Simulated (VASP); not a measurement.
Crystal: Ga3Se.

```
Se Ga
1.0
     4.51940    0.00000    0.00000
     0.00000    4.51940    0.00000
     0.00000    0.00000    4.51940
Se Ga
1 3
Direct
  0.00000 0.00000 0.00000
  0.50000 0.50000 0.00000
  0.50000 0.00000 0.50000
  0.00000 0.50000 0.50000
```

Base run:

```yaml
Program: VASP 6.6.1
Functional: r2SCAN
Potentials_or_basis: VASP PAW PBE potentials, release 64 (Se, Ga_d)
Cutoff: 520 eV
k_mesh: 6 × 6 × 6
Occupations: fermi-dirac, width 0.05 eV
Spin: no spin polarisation
```

Its results: pressure -3.3 GPa.

Problem. The run is repeated on the same cell with these changes: functional from r2SCAN to PBEsol. What comes out?

Solution. Pressure -5.2 GPa.

Caveats: the PAW data sets were made with another functional, which shifts forces and pressure a little.
